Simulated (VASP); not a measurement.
## AlGaN2: relaxation of the atoms with LDA

The system is AlGaN2.

```
Al Ga N
1.0
     3.11529    0.00000    0.00000
     0.00000    3.11529    0.00000
     0.00000    0.00000    4.29664
Al Ga N
1 1 2
Direct
  0.50000 0.50000 0.50000
  0.00000 0.00000 0.00000
  0.50000 0.00000 0.74005
  0.00000 0.50000 0.25995
```

This cell differs from its parent crystal: strain along c alone, the other axes held: -2.0 %.

```yaml
Program: VASP 6.6.1
Task: relaxation of the atoms
Functional: LDA
Potentials_or_basis: VASP PAW LDA potentials, release 64 (Al, Ga_d, N)
Cutoff: 520 eV
k_mesh: 8 × 8 × 6
Occupations: gaussian, width 0.02 eV
Spin: no spin polarisation
Dipole_correction: no
Further_INCAR_settings: ALGO = Normal; EDIFF = 1e-06; IBRION = 2; EDIFFG = -0.008; NSW = 60
```

| Property | Result |
| --- | --- |
| Energy gained by relaxing | 0.1 meV/atom |
| Ionic steps | 3 |
| Pressure after relaxing | 5.2 GPa |
| Band gap on the k mesh | 3.24 eV |

Stress tensor (GPa, compression positive):
```
4.45 0.00 0.00
0.00 4.45 0.00
0.00 0.00 6.79
```

Step by step:
| step | energy change (eV) | largest force (eV/Å) | pressure (GPa) |
| --- | --- | --- | --- |
| 1 | 0.0000 | 0.0740 | 5.23 |
| 2 | -0.0002 | 0.0204 | 5.20 |
| 3 | -0.0002 | 0.0000 | 5.23 |

Final structure:
```cif
data_structure
_symmetry_space_group_name_H-M 'P 1'
_symmetry_Int_Tables_number 1
_cell_length_a 3.1153
_cell_length_b 3.1153
_cell_length_c 4.2966
_cell_angle_alpha 90.000
_cell_angle_beta 90.000
_cell_angle_gamma 90.000
_cell_volume 41.70
loop_
_atom_site_label
_atom_site_type_symbol
_atom_site_fract_x
_atom_site_fract_y
_atom_site_fract_z
_atom_site_occupancy
Al1 Al 0.50000 0.50000 0.50000 1
Ga1 Ga 0.00000 0.00000 0.00000 1
N1 N 0.50000 0.00000 0.73940 1
N2 N 0.00000 0.50000 0.26060 1
```

Levels at points of the mesh, in eV from the valence-band top:
```tsv
k point	band 11	band 12	band 13	band 14	band 15	band 16
(0.00, 0.00, 0.00)	-0.17	0.00	0.00	3.24	3.47	7.50
(0.50, 0.00, 0.00)	-2.87	-1.08	-0.81	7.21	7.43	7.97
(0.50, 0.50, 0.00)	-2.31	-2.31	-2.29	3.32	3.32	6.62
(0.00, 0.00, 0.50)	-1.70	-1.09	-1.09	5.44	5.63	8.16
(0.50, 0.00, 0.50)	-0.83	-0.66	-0.50	5.51	6.83	9.33
(0.50, 0.50, 0.50)	-3.41	-3.41	-3.40	6.37	6.37	9.29
```

Wall time 51 s on 1 thread of Intel Xeon 8259CL, on a shared host, peak memory 0.17 GiB.

Caveat: the cell differs from its parent crystal (strain along c alone, the other axes held: -2.0 %). A k mesh can miss the band edges.
